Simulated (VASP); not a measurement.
Input of a VASP 6.6.1 run:

File INCAR:

```
SYSTEM = InSe
PREC = Accurate ; ENCUT = 520
EDIFF = 1E-6 ; ISMEAR = 0
SIGMA = 0.02 ; LREAL = .False.
LASPH = .True. ; NELM = 60
ALGO = Normal ; ISIF = 2
LWAVE = .False. ; LCHARG = .False.
LDIPOL = .True. ; IDIPOL = 3
DIPOL = 0.5 0.5 0.500 ; GGA = PE
IVDW = 12 ; NBANDS = 27
```

Contents of KPOINTS:

```
Automatic mesh
0
Gamma
  9 9 1
  0 0 0
```

The input POSCAR:

```
InSe
1.0
    3.9600000000      0.0000000000      0.0000000000
   -1.9800000000      3.4294605990      0.0000000000
    0.0000000000      0.0000000000     36.7211901288
Se In
2 2
Direct
    0.0000000000      0.0000000000      0.4218840838
    0.0000000000      0.0000000000      0.5780881714
    0.6666666667      0.3333333333      0.4594599339
    0.6666666667      0.3333333333      0.5405123784
```

Potentials or basis: VASP PAW PBE potentials, release 64 (Se, In_d).

Launch:

```sh
$ cat potpaw_PBE.64/Se/POTCAR potpaw_PBE.64/In_d/POTCAR > POTCAR
$ mpirun -np 1 vasp_std > vasp.out
```

Problem. Estimate the largest force.

Solution. 0.383 eV/Å.

Problem. Estimate the dispersion energy per atom.

Solution. -0.221 eV.

Problem. Estimate the band gap on the k mesh.

Solution. 1.83 eV.

Forces on the atoms (eV/Å):
```
Se   0.000  0.000  0.329
Se   0.000  0.000 -0.329
In   0.000  0.000  0.383
In   0.000  0.000 -0.383
```

Caveat: spin-orbit coupling is left out, which moves the levels of the heavy elements.
